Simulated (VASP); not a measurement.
Write the native input for VASP 6.6.1 that does the following.

```yaml
Task: single point
Functional: LDA
Potentials_or_basis: VASP PAW LDA potentials, release 64 (Li_sv)
Cutoff: 520 eV
k_mesh: 14 × 14 × 14
Occupations: fermi-dirac, width 0.05 eV
Spin: no spin polarisation
Dipole_correction: no
Further_INCAR_settings: ALGO = Normal; EDIFF = 1e-06; NBANDS = 8
```

The structure of Li lies in POSCAR:

```
Li
1.0
    2.6235390802      0.0000000000      0.0000000000
    0.0000000000      2.6235390802      0.0000000000
    0.0000000000      0.0000000000      2.6235390802
Li
1
Direct
    0.0000000000      0.0000000000      0.0000000000
```

This cell differs from its parent crystal: volume scaled by 0.95.

One way to write it, as run:

INCAR

```
SYSTEM = Li
PREC = Accurate
ENCUT = 520
EDIFF = 1E-6
ISMEAR = -1
SIGMA = 0.05
LREAL = .False.
LASPH = .True.
NELM = 80
ALGO = Normal
ISIF = 2
LWAVE = .False.
LCHARG = .False.
NBANDS = 8
```

KPOINTS

```
Automatic mesh
0
Gamma
  14 14 14
  0 0 0
```

Potentials or basis: VASP PAW LDA potentials, release 64 (Li_sv).

The run is started by

```bash
$ cat potpaw_LDA.64/Li_sv/POTCAR > POTCAR
$ mpirun -np 1 vasp_std > vasp.out
```

Wall time 3.7 s on 1 thread of Intel(R) Xeon(R) 6975P-C (Granite Rapids) (shared host), peak memory 0.11 GiB.
